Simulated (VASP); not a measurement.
YAlSi:

```
Y Al Si
1.0
     2.00225   -5.15768    0.00000
     2.00225    5.15768    0.00000
     0.00000    0.00000    5.72320
Y Al Si
2 2 2
Direct
  0.69487 0.30513 0.75000
  0.30513 0.69487 0.25000
  0.00000 0.00000 0.50000
  0.00000 0.00000 0.00000
  0.40114 0.59886 0.75000
  0.59886 0.40114 0.25000
```

```yaml
Program: VASP 6.6.1
Task: relaxation of cell and atoms
Functional: LDA
Potentials_or_basis: VASP PAW LDA potentials, release 64 (Y_sv, Al, Si)
Cutoff: 600 eV
k_mesh: 10 × 10 × 6
Occupations: gaussian, width 0.1 eV
Spin: no spin polarisation
```

At the start: pressure -4.6 GPa; volume 19.70 Å³/atom.

Question: Where does the relaxation end?

Answer: Over 8 steps the energy falls by 14.8 meV/atom and the volume is 18.72 Å³/atom (-5.0 %); space group Cmcm (No. 63, to 0.05 Å).

Step by step:
```tsv
step	energy change (eV)	largest force (eV/Å)	pressure (GPa)	volume (Å³)
1	0.0000	0.0386	-4.56	118.21
2	-0.0535	0.0757	3.30	108.86
3	-0.0880	0.0455	0.00	112.32
4	-0.0880	0.0456	0.10	112.20
5	-0.0884	0.0222	0.10	112.19
6	-0.0885	0.0041	0.10	112.18
7	-0.0885	0.0016	-0.08	112.39
8	-0.0885	0.0013	-0.01	112.30
```

Final structure:
```xyz
6
Lattice="1.9733 -5.0567 0.0000 1.9733 5.0567 0.0000 0.0000 0.0000 5.6268" Properties=species:S:1:pos:R:3 pbc="T T T"
Y     1.9733   -1.9735    4.2201
Y     1.9733    1.9735    1.4067
Al    0.0000    0.0000    2.8134
Al    1.9733    5.0567    0.0000
Si    1.9733    1.0050    4.2201
Si    1.9733   -1.0050    1.4067
```
